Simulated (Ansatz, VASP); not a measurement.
# AlB2P3 in VASP and in Ansatz

```
Al B P
1.0
     3.39667    0.00000    0.00000
    -1.69833    2.94160    0.00000
     0.00000    0.00000   17.44823
Al B P
2 4 6
Direct
  0.66667 0.33333 0.50239
  0.33333 0.66667 0.00239
  0.66667 0.33333 0.17579
  0.66667 0.33333 0.82673
  0.33333 0.66667 0.32673
  0.33333 0.66667 0.67579
  0.66667 0.33333 0.29056
  0.66667 0.33333 0.63934
  0.66667 0.33333 0.94019
  0.33333 0.66667 0.13934
  0.33333 0.66667 0.44019
  0.33333 0.66667 0.79056
```

Alike in both runs: functional PBE; k mesh 12 × 12 × 2; occupations gaussian, width 0.01 eV; no spin polarisation.

Ansatz relaxed the structure, and its values are those at the end. VASP's run is a single point on that final structure, the one shown.

```csv
,VASP,Ansatz
version,VASP 6.6.1,Ansatz 0.2.0
potentials or method,"VASP PAW PBE potentials, release 64 (Al, B, P), cutoff 520 eV","scalar-relativistic, plane waves, PAW"
valence electrons in the cell,48,48
```

Ansatz gave:

| Item | Value |
| --- | --- |
| gap on the k mesh at the Fermi level (eV) | 0.18 |
| least direct gap on the mesh (eV) | 1.09 |
| pressure (GPa) | 0.0 |
| rms of the force components (eV/Å) | 0.001 |

**Question.** Estimate VASP's values.

**Answer.** gap on the k mesh at the Fermi level (eV): 0.17; least direct gap on the mesh (eV): 1.08; pressure (GPa): -0.2; rms of the force components (eV/Å): 0.003.
